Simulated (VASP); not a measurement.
Au:

```xyz
2
Lattice="2.9000 0.0000 0.0000 -1.4500 2.5115 0.0000 0.0000 0.0000 5.0264" Properties=species:S:1:pos:R:3 pbc="T T T"
Au    0.0000    1.6743    3.7698
Au    1.4500    0.8372    1.2566
```

This cell differs from its parent crystal: zz strain of +3 %.

Base run:

- Program: VASP 6.6.1
- Functional: PBE
- Potentials or basis: VASP PAW PBE potentials, release 64 (Au)
- Cutoff: 520 eV
- k mesh: 14 × 14 × 8
- Occupations: fermi-dirac, width 0.03 eV
- Spin: no spin polarisation

Its results: band gap on the k mesh zero (band 11 reaches 12.09 eV, above the bottom of band 12 at 5.81 eV); pressure -1.9 GPa.

The run is repeated on the same cell with these changes: potentials or basis from VASP PAW PBE potentials, release 64 (Au) to VASP PAW PBE potentials, release 64 (Au_sv_GW); cutoff from 520 eV to 400 eV; further incar settings from ALGO = Normal; EDIFF = 1e-08; NBANDS = 18 to ALGO = Normal; EDIFF = 1e-08; NBANDS = 26; valence electrons from 22 to 38. What comes out?

Band gap on the k mesh zero (band 19 reaches 11.50 eV, above the bottom of band 20 at 5.19 eV); pressure -5.6 GPa.

Caveats: spin-orbit coupling is left out, which moves the levels of the heavy elements.
